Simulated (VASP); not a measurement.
# InAs (CsCl type) (Pm-3m) in VASP: notebook, part 2 of 2

VASP 6.6.1. Earlier steps stand in the parts before.

## Step 4: Single point, PBE (volume scaled by 0.8)

Input file INCAR:

```
PREC = Accurate ; ENCUT = 520
EDIFF = 1E-6 ; ISMEAR = -1
SIGMA = 0.05 ; LREAL = F
LASPH = T ; NELM = 80
ALGO = Normal ; ISIF = 2
LWAVE = F ; LCHARG = F
GGA = PE ; NBANDS = 16
```

Input file KPOINTS:

```
Automatic mesh
0
Gamma
  12 12 12
```

Input file POSCAR:

```
InAs
1.0
    3.3215372766      0.0000000000      0.0000000000
    0.0000000000      3.3215372766      0.0000000000
    0.0000000000      0.0000000000      3.3215372766
In As
1 1
Direct
    0.0000000000      0.0000000000      0.0000000000
    0.5000000000      0.5000000000      0.5000000000
```

Potentials or basis: VASP PAW PBE potentials, release 64 (In_d, As).

The run is started by

```console
$ cat potpaw_PBE.64/In_d/POTCAR potpaw_PBE.64/As/POTCAR > POTCAR
$ mpirun -np 1 vasp_std > vasp.out
```

OUTCAR:

```text
PREC = Accurate
   ENCUT = 520
   EDIFF = 1E-6
   ISMEAR = -1
   LREAL = F
   LASPH = T
   NELM = 80
   ISIF = 2
   GGA = PE

 ion  position               nearest neighbor table
   1  0.000  0.000  0.000-   2 2.88   2 2.88   2 2.88   2 2.88   2 2.88   2 2.88   2 2.88   2 2.88

   2  0.500  0.500  0.500-   1 2.88   1 2.88   1 2.88   1 2.88   1 2.88   1 2.88   1 2.88   1 2.88

  LATTYP: Found a simple cubic cell.
 ALAT       =     3.3215372766

  Lattice vectors:

 A1 = (   3.3215372766,   0.0000000000,   0.0000000000)
 A2 = (   0.0000000000,   3.3215372766,   0.0000000000)
 A3 = (   0.0000000000,   0.0000000000,   3.3215372766)

Analysis of symmetry for initial positions (statically):
=====================================================================
 Subroutine PRICEL returns:
 Original cell was already a primitive cell.

 Routine SETGRP: Setting up the symmetry group for a
 simple cubic supercell.

 Subroutine GETGRP returns: Found 48 space group operations
 (whereof 48 operations were pure point group operations)
 out of a pool of 48 trial point group operations.

The static configuration has the point symmetry O_h .

Analysis of symmetry for dynamics (positions and initial velocities):
=====================================================================
 Subroutine PRICEL returns:
 Original cell was already a primitive cell.

 Routine SETGRP: Setting up the symmetry group for a
 simple cubic supercell.

 Subroutine GETGRP returns: Found 48 space group operations
 (whereof 48 operations were pure point group operations)
 out of a pool of 48 trial point group operations.

The dynamic configuration has the point symmetry O_h .

 Subroutine INISYM returns: Found 48 space group operations
 (whereof 48 operations are pure point group operations),
 and found     1 'primitive' translations

----------------------------------------------------------------------------------------

                                     Primitive cell

  volume of cell :      36.6452

  direct lattice vectors                    reciprocal lattice vectors
     3.321537277  0.000000000  0.000000000     0.301065415  0.000000000  0.000000000
     0.000000000  3.321537277  0.000000000     0.000000000  0.301065415  0.000000000
     0.000000000  0.000000000  3.321537277     0.000000000  0.000000000  0.301065415

  length of vectors
     3.321537277  3.321537277  3.321537277     0.301065415  0.301065415  0.301065415

  position of ions in fractional coordinates (direct lattice)
     0.000000000  0.000000000  0.000000000
     0.500000000  0.500000000  0.500000000

  ion indices of the primitive-cell ions
   primitive index   ion index
                 1           1
                 2           2

----------------------------------------------------------------------------------------

 KPOINTS: Automatic mesh

Automatic generation of k-mesh.
 Grid dimensions read from file:
 generate k-points for:   12   12   12

 Generating k-lattice:

  Cartesian coordinates                     Fractional coordinates (reciprocal lattice)
     0.025088785  0.000000000  0.000000000     0.083333333  0.000000000  0.000000000
     0.000000000  0.025088785  0.000000000     0.000000000  0.083333333  0.000000000
     0.000000000  0.000000000  0.025088785     0.000000000  0.000000000  0.083333333

  Length of vectors
     0.025088785  0.025088785  0.025088785

  Shift w.r.t. Gamma in fractional coordinates (k-lattice)
     0.000000000  0.000000000  0.000000000

 Subroutine IBZKPT returns following result:
 ===========================================

 Found     84 irreducible k-points:

 Following reciprocal coordinates:
            Coordinates               Weight
  0.000000  0.000000  0.000000      1.000000
  0.083333  0.000000  0.000000      6.000000
  0.166667  0.000000  0.000000      6.000000
  0.250000  0.000000  0.000000      6.000000
  0.333333  0.000000  0.000000      6.000000
  0.416667  0.000000  0.000000      6.000000
[... 16 lines left out ...]
  0.333333  0.333333  0.000000     12.000000
  0.416667  0.333333  0.000000     24.000000
 [... further k-points ...]
   k-points           NKPTS =     84   k-points in BZ     NKDIM =     84   number of bands    NBANDS=     16
   number of dos      NEDOS =    301   number of ions     NIONS =      2
   total plane-waves  NPLWV =  21952
   dimension x,y,z NGX =    28 NGY =   28 NGZ =   28
   dimension x,y,z NGXF=    56 NGYF=   56 NGZF=   56
   ions per type =               1   1
   NGX,Y,Z   is equivalent  to a cutoff of  14.01, 14.01, 14.01 a.u.
   NGXF,Y,Z  is equivalent  to a cutoff of  28.03, 28.03, 28.03 a.u.
 SYSTEM =  unknown system
   PREC   = accura    normal or accurate (medium, high low for compatibility)
   ISTART =      0    job   : 0-new  1-cont  2-samecut
   ICHARG =      2    charge: 1-file 2-atom 10-const
   ISPIN  =      1    spin polarized calculation?
   LNONCOLLINEAR =      F non collinear calculations
   LSORBIT =      F    spin-orbit coupling
   LASPH  =      T    aspherical Exc in radial PAW
   ENCUT  =  520.0 eV  38.22 Ry    6.18 a.u.   6.18  6.18  6.18*2*pi/ulx,y,z
   NELM   =     80;   NELMIN=  2; NELMDL= -5     # of ELM steps
   EDIFF  = 0.1E-05   stopping-criterion for ELM
   LREAL  =      F    real-space projection
   EDIFFG = 0.1E-04   stopping-criterion for IOM
   NSW    =      0    number of steps for IOM
   IBRION =     -1    ionic relax: 0-MD 1-quasi-New 2-CG
   NFREE  =      0    steps in history (QN), initial steepest desc. (CG)
   ISIF   =      2    stress and relaxation
   ISYM   =      2    0-nonsym 1-usesym 2-fastsym
   POTIM  = 0.5000    time-step for ionic-motion
   TEBEG  =    0.0;   TEEND  =   0.0 temperature during run
   PSTRESS=    0.0 pullay stress
   NELECT =      18.0000    total number of electrons
   NUPDOWN=      -1.0000    fix difference up-down
   EMIN   =  10.00;   EMAX   =-10.00  energy-range for DOS
   EFERMI =   0.00;   METHOD = LEGACY
   ISMEAR =    -1;   SIGMA  =   0.05  broadening in eV -4-tet -1-fermi 0-gaus
   EFERMI_NEDOS =   21; number of points for ismear=-14 and -15
   IALGO  =     38    algorithm
   IMIX   =      4    mixing-type and parameters
     AMIX     =   0.40;   BMIX     =  1.00
     AMIX_MAG =   1.60;   BMIX_MAG =  1.00
  volume/ion in A,a.u.               =      18.32       123.65
  Fermi-wavevector in a.u.,A,eV,Ry     =   1.291695  2.440949 22.700982  1.668475
  Thomas-Fermi vector in A             =   2.423449
   LORBIT       =      0    0 simple, 1 ext, 2 COOP (PROOUT), +10 PAW based schemes
   GGA     = PE    functional components
   LHFCALC =     F    Hartree Fock is set to
   AEXX    =    0.0000 exact exchange contribution
   IVDW    =     0    specifies the selected vdW correction
   LEPSILON=     F    determine dielectric tensor
   LRPA    =     F    only Hartree local field effects (RPA)
 non-spin polarized calculation
  energy-cutoff  :      520.00
  volume of cell :       36.65
 maximum number of plane-waves:      1021
 NGX is ok and might be reduce to    28
   NGX = 13   NGY = 13   NGZ = 13

 number of electron      18.0000005 magnetization

 Free energy of the ion-electron system (eV)
  ---------------------------------------------------
  ext. energy  EPLUGINS =         0.00000000
  ---------------------------------------------------
  free energy    TOTEN  =        -6.36443903 eV

  energy without entropy =       -6.35584714  energy(sigma->0) =       -6.36014308

 E-fermi :   9.5306     XC(G=0): -11.4838

 val. band max:        9.4553000364   @ k =   0.0833   0.0000   0.0000
 cond. band min:       9.5467409363   @ k =   0.3333   0.3333   0.1667
 fundamental gap:      0.0914408999
 Fermi energy:         9.5306207184

 k-point     1 :       0.0000    0.0000    0.0000
  band No.  band energies     occupation
      1      -5.4604      2.00000
      2      -5.4604      2.00000
      3      -5.0842      2.00000
      4      -5.0842      2.00000
      5      -5.0842      2.00000
      6      -4.7890      2.00000
[... 8 lines left out ...]
     15      21.0308      0.00000
     16      24.8093      0.00000

 k-point     2 :       0.0833    0.0000    0.0000
  band No.  band energies     occupation
      1      -5.4581      2.00000
      2      -5.4414      2.00000
      3      -5.0947      2.00000
      4      -5.0947      2.00000
      5      -5.0833      2.00000
      6      -4.7014      2.00000
[... 8 lines left out ...]
     15      20.5022      0.00000
     16      23.9809      0.00000
[... 387 lines left out ...]
      5      -5.0774      2.00000
      6      -1.9551      2.00000
[... 8 lines left out ...]
     15      20.3513      0.00000
     16      22.9413      0.00000

 k-point    24 :       0.4167    0.3333    0.0000
  band No.  band energies     occupation
      1      -5.5952      2.00000
      2      -5.3182      2.00000
      3      -5.1973      2.00000
      4      -5.1662      2.00000
      5      -5.0228      2.00000
      6      -1.3664      2.00000
[... 8 lines left out ...]
     15      20.3809      0.00000
     16      22.6776      0.00000

 [... further k-points ...]
[... 5 lines left out ...]
  --------------------------------------------------------------------------------------
  -------------------------------------------------------------------------------------
  Total        4.8844871      4.8844871      4.8844871      0.0000000      0.0000000     -0.0000000
  in kB      213.5561868    213.5561868    213.5561868      0.0000000      0.0000000     -0.0000000
  external PRESSURE =     213.5561868 kB  Pullay stress =       0.0000000 kB

 VOLUME and BASIS-vectors are now :
 -----------------------------------------------------------------------------
  energy-cutoff  :      520.00
  volume of cell :       36.65
      direct lattice vectors                 reciprocal lattice vectors
     3.321537277  0.000000000  0.000000000     0.301065415  0.000000000  0.000000000
     0.000000000  3.321537277  0.000000000     0.000000000  0.301065415  0.000000000
     0.000000000  0.000000000  3.321537277     0.000000000  0.000000000  0.301065415

 POSITION                                       TOTAL-FORCE (eV/Angst)
 -----------------------------------------------------------------------------------
      0.00000      0.00000      0.00000         0.000000      0.000000      0.000000
      1.66077      1.66077      1.66077         0.000000      0.000000      0.000000
 -----------------------------------------------------------------------------------
    total drift:                               -0.000000      0.000000     -0.000000

  FREE ENERGIE OF THE ION-ELECTRON SYSTEM (eV)
  ---------------------------------------------------
  free  energy   TOTEN  =        -6.3644390255 eV

  energy  without entropy=       -6.3558471404  energy(sigma->0) =       -6.36014308
```

Wall time 17 s (1 thread of AMD EPYC 9R45 (Zen 5), shared host); peak memory 0.16 GiB.

What came out:

- Free energy: -6.3644 eV
- Pressure: 21.4 GPa
- Band gap on the k mesh: zero (band 9 reaches 10.82 eV, above the bottom of band 10 at 7.56 eV)

Caveat: spin-orbit coupling is left out, which moves the levels of the heavy elements.

## Step 5: Single point, PBE (volume scaled by 0.88)

Input file INCAR:

```
ALGO = Normal
EDIFF = 1E-6
ENCUT = 520
GGA = PE
ISIF = 2
ISMEAR = -1
LASPH = T
LCHARG = F
LREAL = F
LWAVE = F
NBANDS = 16
NELM = 60
PREC = Accurate
SIGMA = 0.05
```

Input file KPOINTS:

```
k-points
0
Gamma
  12 12 12
```

Input file POSCAR:

```
InAs
1.0
    3.4287568833      0.0000000000      0.0000000000
    0.0000000000      3.4287568833      0.0000000000
    0.0000000000      0.0000000000      3.4287568833
In As
1 1
Direct
    0.0000000000      0.0000000000      0.0000000000
    0.5000000000      0.5000000000      0.5000000000
```

The run is started by

```console
$ cat potpaw_PBE.64/In_d/POTCAR potpaw_PBE.64/As/POTCAR > POTCAR
$ mpirun -np 1 vasp_std > vasp.out
```

Run time: 18 s. Hardware: 1 thread of AMD EPYC 9R45 (Zen 5), shared host; peak memory 0.16 GiB.

It converged, with:

```
Free energy            : -6.7093 eV
Pressure               : 9.6 GPa
Band gap on the k mesh : zero (band 9 reaches 9.40 eV, above the bottom of band 10 at 6.34 eV)
```

Levels at points of the mesh, in eV from the Fermi level:
```csv
k point,band 6,band 7,band 8,band 9,band 10,band 11,band 12,band 13
"(0.00, 0.00, 0.00)",-13.47,-1.80,-0.94,-0.94,-0.94,4.81,4.81,10.46
"(0.50, 0.00, 0.00)",-11.64,-8.03,1.06,1.06,2.47,3.94,5.06,5.06
"(0.50, 0.50, 0.00)",-9.74,-5.32,-5.32,-4.03,1.57,6.86,6.86,8.08
"(0.50, 0.50, 0.50)",-9.20,-2.51,-2.51,-2.51,-0.97,-0.47,-0.47,-0.47
```

Caveat: spin-orbit coupling is left out, which moves the levels of the heavy elements.

## Step 6: Summary

| cell | gap on the mesh (eV) | pressure (GPa) |
| --- | --- | --- |
| a = 2.932 Å, 2 atoms | none | 142.6 |
| a = 3.083 Å, 2 atoms | none | 73.4 |
| a = 3.322 Å, 2 atoms | none | 21.4 |
| a = 3.429 Å, 2 atoms | none | 9.6 |

Alike in all rows: task single point; level PBE; potentials or basis VASP PAW PBE potentials, release 64 (In_d, As); no spin polarisation; k mesh 12 × 12 × 12; cutoff (eV) 520; smearing fermi-dirac 0.05 eV.

Caveats: spin-orbit coupling is left out, which moves the levels of the heavy elements.

Absolute energies hang on the potentials; compare differences alone.
